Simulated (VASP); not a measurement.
Ba7Zr8O23 (a cell with a defect):

```
CELL_PARAMETERS angstrom
8.36196 0.00000 0.00000
0.00000 8.36196 0.00000
0.00000 0.00000 8.36196
ATOMIC_POSITIONS crystal
Ba 0.99137 0.99184 0.99897
Ba 0.99084 0.99111 0.50026
Ba 0.99012 0.50620 0.00029
Ba 0.97824 0.50524 0.50002
Ba 0.50578 0.99051 0.00027
Ba 0.50483 0.97862 0.49997
Ba 0.50641 0.50684 0.00145
Zr 0.25267 0.25314 0.26751
Zr 0.25275 0.25328 0.73296
Zr 0.25014 0.74659 0.24853
Zr 0.25047 0.74606 0.75166
Zr 0.74620 0.25051 0.24857
Zr 0.74568 0.25084 0.75157
Zr 0.74554 0.74598 0.25263
Zr 0.74538 0.74577 0.74746
O 0.24232 0.24346 0.50014
O 0.24782 0.75780 0.00023
O 0.24443 0.76927 0.50033
O 0.75699 0.24789 0.00023
O 0.76896 0.24511 0.50028
O 0.75106 0.75178 0.00038
O 0.75882 0.75885 0.50036
O 0.00827 0.24999 0.22942
O 0.00907 0.25086 0.77165
O 0.00018 0.75126 0.25290
O 0.00027 0.75154 0.74818
O 0.49426 0.24637 0.21524
O 0.49520 0.24699 0.78355
O 0.49916 0.76173 0.24438
O 0.49929 0.76276 0.75654
O 0.24961 0.00864 0.22989
O 0.25021 0.00953 0.77150
O 0.24594 0.49471 0.21507
O 0.24696 0.49554 0.78401
O 0.75089 0.00055 0.25324
O 0.75157 0.00063 0.74791
O 0.76141 0.49953 0.24412
O 0.76208 0.49967 0.75692
```

Base run:

| Item | Value |
| --- | --- |
| Program | VASP 6.6.1 |
| Functional | r2SCAN |
| Potentials or basis | VASP PAW PBE potentials, release 64 (Ba_sv, Zr_sv, O) |
| Cutoff | 520 eV |
| k mesh | 1 × 1 × 1, shifted |
| Occupations | fermi-dirac, width 0.05 eV |
| Spin | no spin polarisation |

Its results: band gap on the k mesh 3.52 eV; pressure 2.2 GPa; largest force 0.225 eV/Å.

**Question.** The run is repeated on the same cell with these changes: functional from r2SCAN to PBEsol. What comes out?

**Answer.** Band gap on the k mesh 3.11 eV; pressure -0.4 GPa; largest force 0.096 eV/Å.

Caveats: the PAW data sets were made with another functional, which shifts forces and pressure a little; spin-orbit coupling is left out, which moves the levels of the heavy elements.

A k mesh can miss the band edges.
